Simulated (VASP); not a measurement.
SrCl2: single point with PBE

The system is SrCl2.

```
Sr Cl
1.0
     3.48550   -3.48550    0.00000
     3.48550    0.00000   -3.48550
    12.19925    4.35687    4.35687
Sr Cl
3 6
Direct
  0.54165 0.54165 0.16668
  0.37499 0.37499 0.83335
  0.95832 0.95832 0.50002
  0.35415 0.35415 0.41668
  0.93749 0.93749 0.08335
  0.77082 0.77082 0.75002
  0.97915 0.97915 0.91668
  0.56249 0.56249 0.58335
  0.14582 0.14582 0.25002
```

This cell differs from its parent crystal: the part above a cut slid along it.

```yaml
Program: VASP 6.6.1
Task: single point
Functional: PBE
Potentials_or_basis: VASP PAW PBE potentials, release 64 (Sr_sv, Cl)
Cutoff: 520 eV
k_mesh: 5 × 5 × 2
Occupations: gaussian, width 0.05 eV
Spin: no spin polarisation
Dipole_correction: no
Further_INCAR_settings: ALGO = Normal; EDIFF = 1e-06; NBANDS = 46
```

* Pressure: 4.6 GPa
* Largest force: 9.355 eV/Å
* Band gap on the k mesh: 1.37 eV (least direct gap 1.55 eV)

Forces in eV/Å, atoms in the order of the input:
```
Sr   0.354  0.410  0.410
Sr  -0.354 -0.410 -0.410
Sr   0.000  0.000  0.000
Cl  -0.033 -0.041 -0.041
Cl   7.892  3.552  3.552
Cl  -0.014  0.113  0.113
Cl  -7.892 -3.552 -3.552
Cl   0.033  0.041  0.041
Cl   0.014 -0.113 -0.113
```

Stress tensor (GPa, compression positive):
```
9.86 4.96 4.96
4.96 1.92 2.66
4.96 2.66 1.92
```

Levels at points of the mesh, in eV from the valence-band top:
| k point | band 33 | band 34 | band 35 | band 36 | band 37 | band 38 | band 39 | band 40 |
| --- | --- | --- | --- | --- | --- | --- | --- | --- |
| (0.00, 0.00, 0.00) | -3.26 | -3.05 | -2.97 | -0.18 | 1.37 | 2.77 | 3.17 | 3.46 |
| (0.00, 0.00, 0.50) | -3.43 | -2.97 | -2.90 | -0.21 | 1.51 | 2.85 | 3.18 | 3.31 |

It took 9 min on 1 thread of Intel(R) Xeon(R) Platinum 8259CL CPU @ 2.50GHz (Skylake/Cascade Lake), with other jobs on the host, peak memory 0.5 GiB.

Caveat: the cell differs from its parent crystal (the part above a cut slid along it); the stress differs along the axes, from 2 to 10 GPa; forces of over 1 eV/Å act on the atoms, so gaps and moduli don't describe the material at rest. A k mesh can miss the band edges.
